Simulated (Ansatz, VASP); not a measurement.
## SiO2 in VASP and in Ansatz

```
Si O
1.0
    -1.76336    1.76336    4.26024
     1.76336   -1.76336    4.26024
     1.76336    1.76336   -4.26024
Si O
2 4
Cartesian
  0.0000 0.0000 0.0000
  0.0000 1.7634 2.1301
  0.0000 0.0000 6.7497
  0.0000 1.7634 3.9009
  0.0000 1.7634 0.3593
  0.0000 0.0000 1.7708
```

Alike in both runs: functional PBE; k mesh 10 × 10 × 10; occupations gaussian, width 0.02 eV; no spin polarisation.

Ansatz relaxed the structure, and its values are those at the end. VASP's run is a single point on that final structure, the one shown.

|  | VASP | Ansatz |
| --- | --- | --- |
| version | VASP 6.6.1 | Ansatz 0.2.0 |
| potentials or method | VASP PAW PBE potentials, release 64 (Si, O), cutoff 520 eV | scalar-relativistic, plane waves, PAW |
| valence electrons in the cell | 32 | 32 |

|  | VASP | Ansatz | Ansatz less VASP |
| --- | --- | --- | --- |
| gap on the k mesh at the Fermi level (eV) | 5.78 | 5.80 | +0.014 |
| least direct gap on the mesh (eV) | 6.43 | 6.45 | +0.015 |
| pressure (GPa) | 0.1 | 0.0 | -0.11 |

The functional is the same, so the differences come from potentials, cutoffs and numerics.
